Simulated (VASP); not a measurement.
Write the native input for VASP 6.6.1 that does the following.

```yaml
Task: single point
Functional: PBE
Potentials_or_basis: VASP PAW PBE potentials, release 64 (Se)
Cutoff: 520 eV
k_mesh: 16 × 16 × 16
Occupations: gaussian, width 0.05 eV
Spin: no spin polarisation
Dipole_correction: no
Further_INCAR_settings: ALGO = Normal; EDIFF = 1e-07; NBANDS = 9
```

The structure of Se lies in POSCAR:

```
Se
1.0
    1.9745531208      1.1400087758      1.6120856293
   -1.9745531208      1.1400087758      1.6120856293
    0.0000000000     -2.2800175516      1.6120856294
Se
1
Direct
    0.0000000000      0.0000000000      0.0000000000
```

This cell differs from its parent crystal: volume scaled by 0.960.

These files were run (other wordings do the same):

INCAR

```
PREC = Accurate ; ENCUT = 520
EDIFF = 1E-7 ; ISMEAR = 0
SIGMA = 0.05 ; LREAL = F
LASPH = T ; NELM = 60
ALGO = Normal ; ISIF = 2
LWAVE = F ; LCHARG = T
GGA = PE ; LELF = T
LVHAR = T ; NBANDS = 9
```

KPOINTS

```
regular mesh
0
Gamma
  16 16 16
```

Potentials or basis: VASP PAW PBE potentials, release 64 (Se).

The run is started by

```bash
$ cat potpaw_PBE.64/Se/POTCAR > POTCAR
$ mpirun -np 1 vasp_std > vasp.out
```

It gave:

```
Pressure               : 3.2 GPa
Band gap on the k mesh : zero (band 3 reaches 8.11 eV, above the bottom of band 4 at 1.69 eV)
```

Run time: 60 s on 1 thread of AMD EPYC 7R43 64-Core Processor (Zen 3) (shared host), peak memory 0.16 GiB.
